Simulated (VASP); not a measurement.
# SnO2 in VASP: a series of runs

The runs below take SnO2 through single point, relaxation of cell and atoms, with LDA.

Program: VASP 6.6.1. These are calculated values, not measurements. Logs are shortened: lines on timing, memory, paths and dates and some standing lists are left out, and cuts for length are marked.

## 1. The cell of the first run

The typed cell holds 6 atoms: a = 4.721 Å, b = 4.724 Å, c = 3.190 Å, α = 90.00°, β = 90.00°, γ = 90.00°.

## 2. Single point, LDA

INCAR reads:

```
  PREC = Accurate
  ENCUT = 520
  EDIFF = 1E-6
  ISMEAR = 0
  SIGMA = 0.02
  LREAL = F
  LASPH = T
  NELM = 60
  ALGO = Normal
  ISIF = 2
  LWAVE = F
  LCHARG = F
  NBANDS = 35
```

KPOINTS reads:

```
regular mesh
0
Gamma
  6 6 8
```

POSCAR reads:

```
SnO2
1.0
    4.7212714739      0.0000000000      0.0000000000
    0.0000000000      4.7242464798      0.0000000000
    0.0000000000      0.0000000000      3.1900193994
Sn O
2 4
Direct
    0.5000000000      0.5000000000      0.5000000000
    0.0000000000      0.0000000000      0.0000000000
    0.3055669673      0.3065721204      0.0000000000
    0.8055669673      0.1934278796      0.5000000000
    0.1944330327      0.8065721204      0.5000000000
    0.6944330327      0.6934278796      0.0000000000
```

Potentials or basis: VASP PAW LDA potentials, release 64 (Sn_d, O).

Launch:

```
cat potpaw_LDA.64/Sn_d/POTCAR potpaw_LDA.64/O/POTCAR > POTCAR
mpirun -np 1 vasp_std > vasp.out
```

OUTCAR:

```text
PREC = Accurate
   ENCUT = 520
   EDIFF = 1E-6
   ISMEAR = 0
   LREAL = F
   LASPH = T
   NELM = 60
   ISIF = 2

 ion  position               nearest neighbor table
   1  0.500  0.500  0.500-   4 2.04   5 2.04   3 2.05   6 2.05   3 2.05   6 2.05   2 3.70   2 3.70
                             2 3.70   2 3.70   2 3.70   2 3.70   2 3.70   2 3.70
   2  0.000  0.000  0.000-   3 2.04   6 2.04   5 2.05   4 2.05   4 2.05   5 2.05   1 3.70   1 3.70
                             1 3.70   1 3.70   1 3.70   1 3.70   1 3.70   1 3.70
   3  0.306  0.307  0.000-   2 2.04   1 2.05   1 2.05
   4  0.806  0.193  0.500-   1 2.04   2 2.05   2 2.05
   5  0.194  0.807  0.500-   1 2.04   2 2.05   2 2.05
   6  0.694  0.693  0.000-   2 2.04   1 2.05   1 2.05

  LATTYP: Found a simple orthorhombic cell.
 ALAT       =     3.1900193994
 B/A-ratio  =     1.4800134052
 C/A-ratio  =     1.4809460032

  Lattice vectors:

 A1 = (   0.0000000000,   0.0000000000,   3.1900193994)
 A2 = (   4.7212714739,   0.0000000000,   0.0000000000)
 A3 = (   0.0000000000,   4.7242464798,   0.0000000000)

Analysis of symmetry for initial positions (statically):
=====================================================================
 Subroutine PRICEL returns:
 Original cell was already a primitive cell.

 Routine SETGRP: Setting up the symmetry group for a
 simple orthorhombic supercell.

 Subroutine GETGRP returns: Found  8 space group operations
 (whereof  4 operations were pure point group operations)
 out of a pool of  8 trial point group operations.

The static configuration has the point symmetry C_2h.
 The point group associated with its full space group is D_2h.

Analysis of symmetry for dynamics (positions and initial velocities):
=====================================================================
 Subroutine PRICEL returns:
 Original cell was already a primitive cell.

 Routine SETGRP: Setting up the symmetry group for a
 simple orthorhombic supercell.

 Subroutine GETGRP returns: Found  8 space group operations
 (whereof  4 operations were pure point group operations)
 out of a pool of  8 trial point group operations.

The dynamic configuration has the point symmetry C_2h.
 The point group associated with its full space group is D_2h.

 Subroutine INISYM returns: Found  8 space group operations
 (whereof  4 operations are pure point group operations),
 and found     1 'primitive' translations

----------------------------------------------------------------------------------------

                                     Primitive cell

  volume of cell :      71.1516

  direct lattice vectors                    reciprocal lattice vectors
     4.721271474  0.000000000  0.000000000     0.211807350  0.000000000  0.000000000
     0.000000000  4.724246480  0.000000000     0.000000000  0.211673968  0.000000000
     0.000000000  0.000000000  3.190019399     0.000000000  0.000000000  0.313477717

  length of vectors
     4.721271474  4.724246480  3.190019399     0.211807350  0.211673968  0.313477717

  position of ions in fractional coordinates (direct lattice)
     0.500000000  0.500000000  0.500000000
     0.000000000  0.000000000  0.000000000
     0.305566967  0.306572120  0.000000000
     0.805566967  0.193427880  0.500000000
     0.194433033  0.806572120  0.500000000
     0.694433033  0.693427880  0.000000000

  ion indices of the primitive-cell ions
   primitive index   ion index
                 1           1
                 2           2
                 3           3
                 4           4
                 5           5
                 6           6

----------------------------------------------------------------------------------------

 KPOINTS: regular mesh

Automatic generation of k-mesh.
 Grid dimensions read from file:
 generate k-points for:    6    6    8

 Generating k-lattice:

  Cartesian coordinates                     Fractional coordinates (reciprocal lattice)
     0.035301225  0.000000000  0.000000000     0.166666667  0.000000000  0.000000000
     0.000000000  0.035278995  0.000000000     0.000000000  0.166666667  0.000000000
     0.000000000  0.000000000  0.039184715     0.000000000  0.000000000  0.125000000

  Length of vectors
     0.035301225  0.035278995  0.039184715

  Shift w.r.t. Gamma in fractional coordinates (k-lattice)
     0.000000000  0.000000000  0.000000000

 Subroutine IBZKPT returns following result:
 ===========================================

 Found     80 irreducible k-points:

 Following reciprocal coordinates:
            Coordinates               Weight
  0.000000  0.000000  0.000000      1.000000
  0.166667  0.000000  0.000000      2.000000
  0.333333  0.000000  0.000000      2.000000
  0.500000  0.000000  0.000000      1.000000
  0.000000  0.166667  0.000000      2.000000
  0.166667  0.166667  0.000000      4.000000
[... 16 lines left out ...]
  0.333333  0.166667  0.125000      8.000000
  0.500000  0.166667  0.125000      4.000000
 [... further k-points ...]
   k-points           NKPTS =     80   k-points in BZ     NKDIM =     80   number of bands    NBANDS=     35
   number of dos      NEDOS =    301   number of ions     NIONS =      6
   total plane-waves  NPLWV =  31104
   dimension x,y,z NGX =    36 NGY =   36 NGZ =   24
   dimension x,y,z NGXF=    72 NGYF=   72 NGZF=   48
   ions per type =               2   4
   NGX,Y,Z   is equivalent  to a cutoff of  12.68, 12.67, 12.51 a.u.
   NGXF,Y,Z  is equivalent  to a cutoff of  25.35, 25.34, 25.01 a.u.
 SYSTEM =  unknown system
   PREC   = accura    normal or accurate (medium, high low for compatibility)
   ISTART =      0    job   : 0-new  1-cont  2-samecut
   ICHARG =      2    charge: 1-file 2-atom 10-const
   ISPIN  =      1    spin polarized calculation?
   LNONCOLLINEAR =      F non collinear calculations
   LSORBIT =      F    spin-orbit coupling
   LASPH  =      T    aspherical Exc in radial PAW
   ENCUT  =  520.0 eV  38.22 Ry    6.18 a.u.   8.78  8.78  5.93*2*pi/ulx,y,z
   NELM   =     60;   NELMIN=  2; NELMDL= -5     # of ELM steps
   EDIFF  = 0.1E-05   stopping-criterion for ELM
   LREAL  =      F    real-space projection
   EDIFFG = 0.1E-04   stopping-criterion for IOM
   NSW    =      0    number of steps for IOM
   IBRION =     -1    ionic relax: 0-MD 1-quasi-New 2-CG
   NFREE  =      0    steps in history (QN), initial steepest desc. (CG)
   ISIF   =      2    stress and relaxation
   ISYM   =      2    0-nonsym 1-usesym 2-fastsym
   POTIM  = 0.5000    time-step for ionic-motion
   TEBEG  =    0.0;   TEEND  =   0.0 temperature during run
   PSTRESS=    0.0 pullay stress
   NELECT =      52.0000    total number of electrons
   NUPDOWN=      -1.0000    fix difference up-down
   EMIN   =  10.00;   EMAX   =-10.00  energy-range for DOS
   EFERMI =   0.00;   METHOD = LEGACY
   ISMEAR =     0;   SIGMA  =   0.02  broadening in eV -4-tet -1-fermi 0-gaus
   EFERMI_NEDOS =   21; number of points for ismear=-14 and -15
   IALGO  =     38    algorithm
   IMIX   =      4    mixing-type and parameters
     AMIX     =   0.40;   BMIX     =  1.00
     AMIX_MAG =   1.60;   BMIX_MAG =  1.00
  volume/ion in A,a.u.               =      11.86        80.03
  Fermi-wavevector in a.u.,A,eV,Ry     =   1.474623  2.786633 29.586045  2.174513
  Thomas-Fermi vector in A             =   2.589372
   LORBIT       =      0    0 simple, 1 ext, 2 COOP (PROOUT), +10 PAW based schemes
   GGA     = CA    functional components
   LHFCALC =     F    Hartree Fock is set to
   AEXX    =    0.0000 exact exchange contribution
   IVDW    =     0    specifies the selected vdW correction
   LEPSILON=     F    determine dielectric tensor
   LRPA    =     F    only Hartree local field effects (RPA)
 non-spin polarized calculation
 Gauss-broadening in eV      SIGMA  =   0.02
  energy-cutoff  :      520.00
  volume of cell :       71.15
 maximum number of plane-waves:      1944
 NGX is ok and might be reduce to    36
   NGX = 17   NGY = 17   NGZ = 11

 number of electron      51.9999988 magnetization

 Free energy of the ion-electron system (eV)
  ---------------------------------------------------
  ext. energy  EPLUGINS =         0.00000000
  ---------------------------------------------------
  free energy    TOTEN  =       -42.27985926 eV

  energy without entropy =      -42.27985926  energy(sigma->0) =      -42.27985926

 E-fermi :   6.0158     XC(G=0): -11.8307

 val. band max:        5.9337975140   @ k =   0.0000   0.0000   0.0000
 cond. band min:       7.1300599119   @ k =   0.0000   0.0000   0.0000
 fundamental gap:      1.1962623978
 Fermi energy:         6.0157803512

 k-point     1 :       0.0000    0.0000    0.0000
  band No.  band energies     occupation
      1     -15.0841      2.00000
      2     -14.3043      2.00000
      3     -14.0292      2.00000
      4     -14.0102      2.00000
      5     -14.0101      2.00000
      6     -13.9321      2.00000
[... 27 lines left out ...]
     34      17.9096      0.00000
     35      18.3148      0.00000

 k-point     2 :       0.1667    0.0000    0.0000
  band No.  band energies     occupation
      1     -15.0412      2.00000
      2     -14.3532      2.00000
      3     -14.0288      2.00000
      4     -14.0082      2.00000
      5     -14.0079      2.00000
      6     -13.9674      2.00000
[... 27 lines left out ...]
     34      17.8941      0.00000
     35      18.2713      0.00000

 k-point     3 :       0.3333    0.0000    0.0000
  band No.  band energies     occupation
      1     -14.9167      2.00000
      2     -14.5121      2.00000
      3     -14.0276      2.00000
      4     -14.0099      2.00000
      5     -14.0040      2.00000
      6     -14.0037      2.00000
[... 27 lines left out ...]
     34      17.9525      0.00000
     35      18.2153      0.00000
[... 723 lines left out ...]
 k-point    23 :       0.3333    0.1667    0.1250
  band No.  band energies     occupation
      1     -14.8496      2.00000
      2     -14.5298      2.00000
      3     -14.1591      2.00000
      4     -14.1520      2.00000
      5     -13.9812      2.00000
      6     -13.9401      2.00000
[... 27 lines left out ...]
     34      17.9557      0.00000
     35      18.1228      0.00000

 k-point    24 :       0.5000    0.1667    0.1250
  band No.  band energies     occupation
      1     -14.7051      2.00000
      2     -14.7051      2.00000
      3     -14.1565      2.00000
      4     -14.1565      2.00000
      5     -13.9608      2.00000
      6     -13.9608      2.00000
[... 27 lines left out ...]
     34      18.0309      0.00000
     35      18.2254      0.00000

 [... further k-points ...]
[... 5 lines left out ...]
  --------------------------------------------------------------------------------------
  -------------------------------------------------------------------------------------
  Total        0.4062337      0.4010988      0.6284310      0.0000000      0.0000000      0.0000000
  in kB        9.1474850      9.0318582     14.1508758      0.0000000      0.0000000      0.0000000
  external PRESSURE =      10.7767397 kB  Pullay stress =       0.0000000 kB

 VOLUME and BASIS-vectors are now :
 -----------------------------------------------------------------------------
  energy-cutoff  :      520.00
  volume of cell :       71.15
      direct lattice vectors                 reciprocal lattice vectors
     4.721271474  0.000000000  0.000000000     0.211807350  0.000000000  0.000000000
     0.000000000  4.724246480  0.000000000     0.000000000  0.211673968  0.000000000
     0.000000000  0.000000000  3.190019399     0.000000000  0.000000000  0.313477717

 POSITION                                       TOTAL-FORCE (eV/Angst)
 -----------------------------------------------------------------------------------
      2.36064      2.36212      1.59501         0.000000      0.000000      0.000000
      0.00000      0.00000      0.00000         0.000000      0.000000      0.000000
      1.44266      1.44832      0.00000        -0.014488     -0.016485      0.000000
      3.80330      0.91380      1.59501        -0.014488      0.016485      0.000000
      0.91797      3.81045      1.59501         0.014488     -0.016485     -0.000000
      3.27861      3.27592      0.00000         0.014488      0.016485     -0.000000
 -----------------------------------------------------------------------------------
    total drift:                                0.000000      0.000000     -0.000000

  FREE ENERGIE OF THE ION-ELECTRON SYSTEM (eV)
  ---------------------------------------------------
  free  energy   TOTEN  =       -42.2798592577 eV

  energy  without entropy=      -42.2798592577  energy(sigma->0) =      -42.27985926
```

Wall time 3.8 min (1 thread of Intel Xeon 8259CL, shared host); peak memory 0.26 GiB.

What came out:

- Free energy: -42.2799 eV
- Pressure: 1.1 GPa
- Largest force: 0.022 eV/Å
- Band gap on the k mesh: 1.20 eV

Forces in eV/Å, atoms in the order of the input:
```
Sn   0.000  0.000  0.000
Sn   0.000  0.000  0.000
O   -0.014 -0.016  0.000
O   -0.014  0.016  0.000
O    0.014 -0.016  0.000
O    0.014  0.016  0.000
```

Stress tensor (GPa, compression positive):
```
0.91 0.00 0.00
0.00 0.90 0.00
0.00 0.00 1.42
```

Levels at points of the mesh, in eV from the valence-band top:
| k point | band 24 | band 25 | band 26 | band 27 | band 28 | band 29 |
| --- | --- | --- | --- | --- | --- | --- |
| (0.00, 0.00, 0.00) | -0.81 | -0.81 | 0.00 | 1.20 | 5.96 | 6.07 |
| (0.50, 0.00, 0.00) | -1.24 | -0.65 | -0.65 | 4.35 | 4.35 | 6.82 |
| (0.00, 0.50, 0.00) | -1.24 | -0.65 | -0.65 | 4.36 | 4.36 | 6.84 |
| (0.50, 0.50, 0.00) | -1.36 | -0.92 | -0.92 | 4.74 | 4.74 | 7.33 |
| (0.00, 0.00, 0.50) | -1.73 | -1.29 | -1.29 | 6.07 | 6.07 | 9.54 |
| (0.50, 0.00, 0.50) | -1.13 | -0.72 | -0.72 | 6.36 | 6.36 | 7.90 |
| (0.00, 0.50, 0.50) | -1.14 | -0.72 | -0.72 | 6.35 | 6.35 | 7.90 |
| (0.50, 0.50, 0.50) | -0.99 | -0.85 | -0.85 | 4.73 | 4.73 | 8.64 |

Caveat: spin-orbit coupling is left out, which moves the levels of the heavy elements.

(Part 1 of 2 ends here.)
